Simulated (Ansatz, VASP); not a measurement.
# SnTe in VASP and in Ansatz

```
Sn Te
1.0
     0.00000    3.15650    3.15650
     3.15650    0.00000    3.15650
     3.15650    3.15650    0.00000
Sn Te
1 1
Cartesian
  0.0000 0.0000 0.0000
  3.2648 3.2648 3.2648
```

Change from the starting cell: all Te atoms moved +0.188 Å, as atom 2 along Cartesian [1 1 1].

Alike in both runs: task single point; functional PBEsol; k mesh 10 × 10 × 10; occupations gaussian, width 0.03 eV; no spin polarisation.

|  | VASP | Ansatz |
| --- | --- | --- |
| version | VASP 6.6.1 | Ansatz 0.2.0 |
| potentials or method | VASP PAW PBE potentials, release 64 (Sn_d, Te), cutoff 520 eV | scalar-relativistic, plane waves, PAW |
| valence electrons in the cell | 20 | 30 |

```tsv
	VASP	Ansatz	Ansatz less VASP
gap on the k mesh at the Fermi level (eV)	0.24	0.24	-0.006
least direct gap on the mesh (eV)	0.24	0.24	-0.006
pressure (GPa)	-0.1	-0.1	+0.01
traceless stress, the component that is largest in VASP (GPa)	0.12	0.13	+0.003
rms of the force components (eV/Å)	0.065	0.061	-0.0043
```

VASP's potentials were made for PBE, not for PBEsol. Atom by atom the forces differ by 0.004 eV/Å (rms over components). The functional is the same, so the differences come from potentials, cutoffs and numerics. VASP's potentials hold 20 valence electrons a cell and Ansatz's 30, so a difference there can come from the potentials and not from the codes.

Spin-orbit coupling is off throughout.
